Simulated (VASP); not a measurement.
Wanted: the native input for a VASP 6.6.1 run.

* Task: electric field gradients
* Functional: LDA
* Potentials or basis: VASP PAW LDA potentials, release 64 (In_d)
* Cutoff: 520 eV
* k mesh: 14 × 14 × 14
* Occupations: fermi-dirac, width 0.05 eV
* Spin: no spin polarisation
* Dipole correction: no
* Further INCAR settings: ALGO = Normal; EDIFF = 1e-08; NBANDS = 12

The structure of In lies in POSCAR:

```
In
1.0
   -1.6369195191      1.6369195191      2.4903342523
    1.6369195191     -1.6369195191      2.4903342523
    1.6369195191      1.6369195191     -2.4903342523
In
1
Direct
    0.0000000000      0.0000000000      0.0000000000
```

This cell differs from its parent crystal: volume scaled by 1.02.

One way to write it, as run:

INCAR

```
SYSTEM = In
ALGO = Normal
EDIFF = 1E-8
ENCUT = 520
GGA = CA
ISIF = 2
ISMEAR = -1
LASPH = .TRUE.
LCHARG = .FALSE.
LEFG = .TRUE.
LREAL = .FALSE.
LWAVE = .FALSE.
NBANDS = 12
NELM = 60
PREC = Accurate
SIGMA = 0.05
```

KPOINTS

```
k-points
0
G
  14 14 14
  0 0 0
```

Potentials or basis: VASP PAW LDA potentials, release 64 (In_d).

Launch:

```bash
$ cat potpaw_LDA.64/In_d/POTCAR > POTCAR
$ mpirun -np 1 vasp_std > vasp.out
```

Results of the run:

```yaml
Pressure: -3.4 GPa
```

Caveat: without QUAD_EFG the Cq values of the log hold for a quadrupole moment of 1 mb, not for the nuclei.

It took 39 s on 1 thread of AMD EPYC 9R45 96-Core Processor (Zen 5), on a shared host, peak memory 0.16 GiB.
